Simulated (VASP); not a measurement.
# BN (P6_3/mmc) in VASP: notebook, part 2 of 3

VASP 6.6.1. Earlier steps stand in the parts before.

## 3. Single point, PBE

This run uses another cell than the first one, of 11.46 Å³/atom.

Contents of INCAR:

```
ALGO = Normal
EDIFF = 1E-6
ENCUT = 520
GGA = PE
ISIF = 2
ISMEAR = 0
LASPH = T
LCHARG = F
LREAL = F
LWAVE = F
NBANDS = 16
NELM = 100
PREC = Accurate
SIGMA = 0.05
```

Contents of KPOINTS:

```
k-points
0
Gamma
  16 16 6
```

Contents of POSCAR:

```
BN
1.0
    2.5121807812      0.0000000000      0.0000000000
   -1.2560903906      2.1756123754      0.0000000000
    0.0000000000      0.0000000000      8.3870044136
B N
2 2
Direct
    0.3333333333      0.6666666667      0.2500000000
    0.6666666667      0.3333333333      0.7500000000
    0.3333333333      0.6666666667      0.7500000000
    0.6666666667      0.3333333333      0.2500000000
```

Potentials or basis: VASP PAW PBE potentials, release 64 (B, N).

Run with:

```
$ cat potpaw_PBE.64/B/POTCAR potpaw_PBE.64/N/POTCAR > POTCAR
$ mpirun -np 1 vasp_std > vasp.out
```

OUTCAR:

```text
EDIFF = 1E-6
   ENCUT = 520
   GGA = PE
   ISIF = 2
   ISMEAR = 0
   LASPH = T
   LREAL = F
   NELM = 100
   PREC = Accurate

 ion  position               nearest neighbor table
   1  0.333  0.667  0.250-   4 1.45   4 1.45   4 1.45
   2  0.667  0.333  0.750-   3 1.45   3 1.45   3 1.45
   3  0.333  0.667  0.750-   2 1.45   2 1.45   2 1.45
   4  0.667  0.333  0.250-   1 1.45   1 1.45   1 1.45

  LATTYP: Found a hexagonal cell.
 ALAT       =     2.5121807812
 C/A-ratio  =     3.3385353779

  Lattice vectors:

 A1 = (   2.5121807812,   0.0000000000,   0.0000000000)
 A2 = (  -1.2560903906,   2.1756123754,   0.0000000000)
 A3 = (   0.0000000000,   0.0000000000,   8.3870044136)

Analysis of symmetry for initial positions (statically):
=====================================================================
 Subroutine PRICEL returns:
 Original cell was already a primitive cell.

 Routine SETGRP: Setting up the symmetry group for a
 hexagonal supercell.

 Subroutine GETGRP returns: Found 24 space group operations
 (whereof 12 operations were pure point group operations)
 out of a pool of 24 trial point group operations.

The static configuration has the point symmetry D_3d.
 The point group associated with its full space group is D_6h.

Analysis of symmetry for dynamics (positions and initial velocities):
=====================================================================
 Subroutine PRICEL returns:
 Original cell was already a primitive cell.

 Routine SETGRP: Setting up the symmetry group for a
 hexagonal supercell.

 Subroutine GETGRP returns: Found 24 space group operations
[... 122 lines left out ...]
   EFERMI =   0.00;   METHOD = LEGACY
   ISMEAR =     0;   SIGMA  =   0.05  broadening in eV -4-tet -1-fermi 0-gaus
   EFERMI_NEDOS =   21; number of points for ismear=-14 and -15
   IALGO  =     38    algorithm
   IMIX   =      4    mixing-type and parameters
     AMIX     =   0.40;   BMIX     =  1.00
     AMIX_MAG =   1.60;   BMIX_MAG =  1.00
  volume/ion in A,a.u.               =      11.46        77.33
  Fermi-wavevector in a.u.,A,eV,Ry     =   1.152661  2.178214 18.077084  1.328628
  Thomas-Fermi vector in A             =   2.289311
   LORBIT       =      0    0 simple, 1 ext, 2 COOP (PROOUT), +10 PAW based schemes
   GGA     = PE    functional components
   LHFCALC =     F    Hartree Fock is set to
   AEXX    =    0.0000 exact exchange contribution
   IVDW    =     0    specifies the selected vdW correction
   LEPSILON=     F    determine dielectric tensor
   LRPA    =     F    only Hartree local field effects (RPA)
 non-spin polarized calculation
 Gauss-broadening in eV      SIGMA  =   0.05
  energy-cutoff  :      520.00
  volume of cell :       45.84
 maximum number of plane-waves:      1267
 NGX is ok and might be reduce to    20
   NGX =  9   NGY =  9   NGZ = 31

 number of electron      15.9999998 magnetization

 Free energy of the ion-electron system (eV)
  ---------------------------------------------------
  ext. energy  EPLUGINS =         0.00000000
  ---------------------------------------------------
  free energy    TOTEN  =       -35.20727944 eV

  energy without entropy =      -35.20727944  energy(sigma->0) =      -35.20727944

 E-fermi :   0.7820     XC(G=0):  -8.5486

 val. band max:        0.5375636569   @ k =   0.3125   0.3125   0.0000
 cond. band min:       4.9556005543   @ k =   0.0000   0.0000   0.0000
 fundamental gap:      4.4180368974
 Fermi energy:         0.7819961227

 k-point     1 :       0.0000    0.0000    0.0000
  band No.  band energies     occupation
      1     -17.0608      2.00000
      2     -17.0219      2.00000
      3      -4.9113      2.00000
      4      -4.3280      2.00000
      5      -0.7811      2.00000
      6      -0.7811      2.00000
[... 433 lines left out ...]
      3      -6.4748      2.00000
      4      -6.4681      2.00000
      5      -4.5022      2.00000
      6      -4.4954      2.00000
[... 8 lines left out ...]
     15      14.3093      0.00000
     16      15.9584      0.00000

 [... further k-points ...]

------------------------ aborting loop because EDIFF is reached ----------------------------------------

  FORCE on cell =-STRESS in cart. coord.  units (eV):
  Direction    XX          YY          ZZ          XY          YZ          ZX
  --------------------------------------------------------------------------------------
  -------------------------------------------------------------------------------------
  Total        0.0351970      0.0351970     -0.0223592      0.0000000      0.0000000     -0.0000000
  in kB        1.2302019      1.2302019     -0.7814975      0.0000000      0.0000000     -0.0000000
  external PRESSURE =       0.5596355 kB  Pullay stress =       0.0000000 kB

 VOLUME and BASIS-vectors are now :
 -----------------------------------------------------------------------------
  energy-cutoff  :      520.00
  volume of cell :       45.84
      direct lattice vectors                 reciprocal lattice vectors
     2.512180781  0.000000000  0.000000000     0.398060525  0.229820351  0.000000000
    -1.256090391  2.175612375  0.000000000     0.000000000  0.459640702  0.000000000
     0.000000000  0.000000000  8.387004414     0.000000000  0.000000000  0.119232082

 POSITION                                       TOTAL-FORCE (eV/Angst)
 -----------------------------------------------------------------------------------
     -0.00000      1.45041      2.09675        -0.000000      0.000000      0.000000
      1.25609      0.72520      6.29025         0.000000     -0.000000      0.000000
     -0.00000      1.45041      6.29025         0.000000     -0.000000      0.000000
      1.25609      0.72520      2.09675        -0.000000      0.000000      0.000000
 -----------------------------------------------------------------------------------
    total drift:                               -0.000000      0.000000     -0.000000

  FREE ENERGIE OF THE ION-ELECTRON SYSTEM (eV)
  ---------------------------------------------------
  free  energy   TOTEN  =       -35.2072794420 eV

  energy  without entropy=      -35.2072794420  energy(sigma->0) =      -35.20727944
```

Run time: 90 s. Hardware: 1 thread of Intel Xeon 8259CL, shared host; peak memory 0.21 GiB.

Results:

* Free energy: -35.2073 eV
* Pressure: 0.1 GPa
* Band gap on the k mesh: 4.42 eV (least direct gap 4.74 eV)

Caveat: this functional lacks dispersion, which binds the layers, so the pressure and a relaxed spacing across them are unreliable. A k mesh can miss the band edges.

## 4. Relaxation of shape and atoms at fixed volume, PBE (11.00 Å³/atom)

This run uses another cell than the first one, of 11.00 Å³/atom.

Contents of INCAR:

```
SYSTEM = BN
  PREC = Accurate
  ENCUT = 600
  EDIFF = 1E-6
  ISMEAR = 0
  SIGMA = 0.05
  LREAL = .FALSE.
  LASPH = .TRUE.
  NELM = 80
  ALGO = Normal
  ISIF = 4
  LWAVE = .FALSE.
  LCHARG = .FALSE.
  GGA = PE
  IBRION = 2
  NSW = 60
  EDIFFG = -0.01
```

Contents of KPOINTS:

```
regular mesh
0
G
  16 16 4
  0 0 0
```

Contents of POSCAR:

```
BN
1.0
    2.4943184215      0.0000000000      0.0000000000
   -1.2471592107      2.1601431181      0.0000000000
    0.0000000000      0.0000000000      8.1672545956
B N
2 2
Direct
    0.3333333333      0.6666666667      0.2500000000
    0.6666666667      0.3333333333      0.7500000000
    0.3333333333      0.6666666667      0.7500000000
    0.6666666667      0.3333333333      0.2500000000
```

Potentials or basis: VASP PAW PBE potentials, release 64 (B, N).

Run with:

```
$ cat potpaw_PBE.64/B/POTCAR potpaw_PBE.64/N/POTCAR > POTCAR
$ mpirun -np 1 vasp_std > vasp.out
```

OUTCAR:

```text
SYSTEM = BN
   PREC = Accurate
   ENCUT = 600
   EDIFF = 1E-6
   ISMEAR = 0
   LREAL = .FALSE.
   LASPH = .TRUE.
   NELM = 80
   ISIF = 4
   GGA = PE
   IBRION = 2
   NSW = 60
   EDIFFG = -0.01

 ion  position               nearest neighbor table
   1  0.333  0.667  0.250-   4 1.44   4 1.44   4 1.44
   2  0.667  0.333  0.750-   3 1.44   3 1.44   3 1.44
   3  0.333  0.667  0.750-   2 1.44   2 1.44   2 1.44
   4  0.667  0.333  0.250-   1 1.44   1 1.44   1 1.44

  LATTYP: Found a hexagonal cell.
 ALAT       =     2.4943184215
 C/A-ratio  =     3.2743432134

  Lattice vectors:

 A1 = (   2.4943184215,   0.0000000000,   0.0000000000)
 A2 = (  -1.2471592107,   2.1601431181,   0.0000000000)
 A3 = (   0.0000000000,   0.0000000000,   8.1672545956)

Analysis of symmetry for initial positions (statically):
=====================================================================
 Subroutine PRICEL returns:
 Original cell was already a primitive cell.

 Routine SETGRP: Setting up the symmetry group for a
 hexagonal supercell.

 Subroutine GETGRP returns: Found 24 space group operations
 (whereof 12 operations were pure point group operations)
 out of a pool of 24 trial point group operations.

The static configuration has the point symmetry D_3d.
 The point group associated with its full space group is D_6h.

Analysis of symmetry for dynamics (positions and initial velocities):
=====================================================================
 Subroutine PRICEL returns:
 Original cell was already a primitive cell.

 Routine SETGRP: Setting up the symmetry group for a
 hexagonal supercell.

 Subroutine GETGRP returns: Found 24 space group operations
 (whereof 12 operations were pure point group operations)
 out of a pool of 24 trial point group operations.

The dynamic configuration has the point symmetry D_3d.
 The point group associated with its full space group is D_6h.

 Subroutine INISYM returns: Found 24 space group operations
 (whereof 12 operations are pure point group operations),
 and found     1 'primitive' translations

----------------------------------------------------------------------------------------

                                     Primitive cell

  volume of cell :      44.0059

  direct lattice vectors                    reciprocal lattice vectors
     2.494318422  0.000000000  0.000000000     0.400911123  0.231466145  0.000000000
    -1.247159211  2.160143118  0.000000000     0.000000000  0.462932290  0.000000000
     0.000000000  0.000000000  8.167254596     0.000000000  0.000000000  0.122440165

  length of vectors
     2.494318422  2.494318421  8.167254596     0.462932290  0.462932290  0.122440165

  position of ions in fractional coordinates (direct lattice)
     0.333333333  0.666666667  0.250000000
[... 128 lines left out ...]
  ext. energy  EPLUGINS =         0.00000000
  ---------------------------------------------------
  free energy    TOTEN  =       -35.19980851 eV

  energy without entropy =      -35.19980851  energy(sigma->0) =      -35.19980851

------------------------ aborting loop because EDIFF is reached ----------------------------------------

  FORCE on cell =-STRESS in cart. coord.  units (eV):
  Direction    XX          YY          ZZ          XY          YZ          ZX
  --------------------------------------------------------------------------------------
  -------------------------------------------------------------------------------------
  Total        1.7437768      1.7437768     -0.0279977      0.0000000     -0.0000000      0.0000000
  in kB       63.4878990     63.4878990     -1.0193461      0.0000000     -0.0000000      0.0000000
  external PRESSURE =      41.9854839 kB  Pullay stress =       0.0000000 kB

 VOLUME and BASIS-vectors are now :
 -----------------------------------------------------------------------------
  energy-cutoff  :      600.00
  volume of cell :       44.01
      direct lattice vectors                 reciprocal lattice vectors
     2.494318422  0.000000000  0.000000000     0.400911123  0.231466145  0.000000000
    -1.247159211  2.160143118  0.000000000     0.000000000  0.462932290  0.000000000
     0.000000000  0.000000000  8.167254596     0.000000000  0.000000000  0.122440165

 POSITION                                       TOTAL-FORCE (eV/Angst)
 -----------------------------------------------------------------------------------
     -0.00000      1.44010      2.04181         0.000000      0.000000      0.000000
      1.24716      0.72005      6.12544        -0.000000     -0.000000      0.000000
     -0.00000      1.44010      6.12544         0.000000     -0.000000      0.000000
      1.24716      0.72005      2.04181         0.000000      0.000000      0.000000
 -----------------------------------------------------------------------------------
    total drift:                                0.000000     -0.000000      0.000000

  FREE ENERGIE OF THE ION-ELECTRON SYSTEM (eV)
  ---------------------------------------------------
  free  energy   TOTEN  =       -35.1998085053 eV

  energy  without entropy=      -35.1998085053  energy(sigma->0) =      -35.19980851

--------------------------------------- Ionic step        2  -------------------------------------------

 number of electron      16.0000001 magnetization

 Free energy of the ion-electron system (eV)
  ---------------------------------------------------
  ext. energy  EPLUGINS =         0.00000000
  ---------------------------------------------------
  free energy    TOTEN  =       -35.21249404 eV

  energy without entropy =      -35.21249404  energy(sigma->0) =      -35.21249404

 E-fermi :   1.0954     XC(G=0):  -8.8001

 val. band max:        0.8137769428   @ k =   0.3125   0.3125   0.0000
 cond. band min:       5.3121004598   @ k =   0.0000   0.0000   0.0000
 fundamental gap:      4.4983235170
 Fermi energy:         1.0954240275

 k-point     1 :       0.0000    0.0000    0.0000
  band No.  band energies     occupation
      1     -16.8037      2.00000
      2     -16.7466      2.00000
      3      -4.7244      2.00000
      4      -3.9739      2.00000
      5      -0.5151      2.00000
      6      -0.5151      2.00000
      7      -0.5107      2.00000
      8      -0.5107      2.00000
      9       5.3121      0.00000
     10       8.9521      0.00000
     11      11.3118      0.00000
     12      12.3375      0.00000
[... 331 lines left out ...]
 k-point    24 :       0.2500    0.1875    0.0000
  band No.  band energies     occupation
      1     -14.3705      2.00000
      2     -14.3372      2.00000
      3      -6.2098      2.00000
      4      -6.2010      2.00000
      5      -4.2378      2.00000
      6      -4.2274      2.00000
      7      -1.2876      2.00000
      8      -0.7713      2.00000
      9       7.2977      0.00000
     10       7.4403      0.00000
     11       9.6156      0.00000
     12      13.3088      0.00000

 [... further k-points ...]

------------------------ aborting loop because EDIFF is reached ----------------------------------------

  FORCE on cell =-STRESS in cart. coord.  units (eV):
  Direction    XX          YY          ZZ          XY          YZ          ZX
  --------------------------------------------------------------------------------------
  -------------------------------------------------------------------------------------
  Total       -0.0150893     -0.0150893     -0.0295170     -0.0000000     -0.0000000      0.0000000
  in kB       -0.5493766     -0.5493766     -1.0746622     -0.0000000     -0.0000000      0.0000000
  external PRESSURE =      -0.7244718 kB  Pullay stress =       0.0000000 kB

 VOLUME and BASIS-vectors are now :
 -----------------------------------------------------------------------------
  energy-cutoff  :      600.00
  volume of cell :       44.01
      direct lattice vectors                 reciprocal lattice vectors
     2.512213336  0.000000000  0.000000000     0.398055366  0.229817373  0.000000000
    -1.256106668  2.175640569 -0.000000000    -0.000000000  0.459634746  0.000000000
     0.000000000 -0.000000000  8.051315564    -0.000000000  0.000000000  0.124203305

 POSITION                                       TOTAL-FORCE (eV/Angst)
 -----------------------------------------------------------------------------------
     -0.00000      1.45043      2.01283        -0.000000      0.000000      0.000000
      1.25611      0.72521      6.03849        -0.000000     -0.000000      0.000000
     -0.00000      1.45043      6.03849        -0.000000      0.000000      0.000000
      1.25611      0.72521      2.01283         0.000000     -0.000000      0.000000
 -----------------------------------------------------------------------------------
    total drift:                                0.000000     -0.000000      0.000000

  FREE ENERGIE OF THE ION-ELECTRON SYSTEM (eV)
  ---------------------------------------------------
  free  energy   TOTEN  =       -35.2124940393 eV

  energy  without entropy=      -35.2124940393  energy(sigma->0) =      -35.21249404

 reached required accuracy - stopping structural energy minimisation
```

CONTCAR:

```text
BN
   1.00000000000000
     2.5122133362044812    0.0000000000012143    0.0000000000000000
    -1.2561066680508304    2.1756405688297398   -0.0000000000000000
     0.0000000000000000   -0.0000000000000000    8.0513155640251295
  B               N
     2     2
Direct
     0.3333333332999970    0.6666666667000030    0.2500000000000000
     0.6666666667000030    0.3333333332999970    0.7500000000000000
     0.3333333332999970    0.6666666667000030    0.7500000000000000
     0.6666666667000030    0.3333333332999970    0.2500000000000000

  0.00000000E+00  0.00000000E+00  0.00000000E+00
  0.00000000E+00  0.00000000E+00  0.00000000E+00
  0.00000000E+00  0.00000000E+00  0.00000000E+00
  0.00000000E+00  0.00000000E+00  0.00000000E+00
```

Run time: 2 min. Hardware: 1 thread of Intel Xeon 8259CL, shared host; peak memory 0.2 GiB.

What came out:

* Free energy: -35.2125 eV
* Energy gained by relaxing: 3.2 meV/atom
* Ionic steps: 2
* Pressure after relaxing: -0.1 GPa
* Band gap on the k mesh: 4.50 eV (least direct gap 4.73 eV)

The path:
```csv
step,energy change (eV),largest force (eV/Å),pressure (GPa),volume (Å³)
1,0.0000,0.0000,4.20,44.01
2,-0.0127,0.0000,-0.07,44.01
```

Final structure:
```xyz
4
Lattice="2.5122 0.0000 0.0000 -1.2561 2.1756 0.0000 0.0000 0.0000 8.0513" Properties=species:S:1:pos:R:3 pbc="T T T"
B     0.0000    1.4504    2.0128
B     1.2561    0.7252    6.0385
N     0.0000    1.4504    6.0385
N     1.2561    0.7252    2.0128
```

Levels at points of the mesh, in eV from the valence-band top:
| k point | band 6 | band 7 | band 8 | band 9 | band 10 | band 11 |
| --- | --- | --- | --- | --- | --- | --- |
| (0.00, 0.00, 0.00) | -1.33 | -1.32 | -1.32 | 4.50 | 8.14 | 10.50 |
| (0.50, 0.00, 0.00) | -4.09 | -1.03 | -0.73 | 4.56 | 5.09 | 9.43 |
| (0.00, 0.00, 0.50) | -1.33 | -1.33 | -1.33 | 5.92 | 5.92 | 11.53 |
| (0.50, 0.00, 0.50) | -4.10 | -0.88 | -0.88 | 4.78 | 4.78 | 9.72 |

Caveat: this functional lacks dispersion, which binds the layers, so the pressure and a relaxed spacing across them are unreliable. Expect the measured gap to be larger: semilocal functionals such as PBE lack the derivative discontinuity.

(Continued in part 3 of 3.)
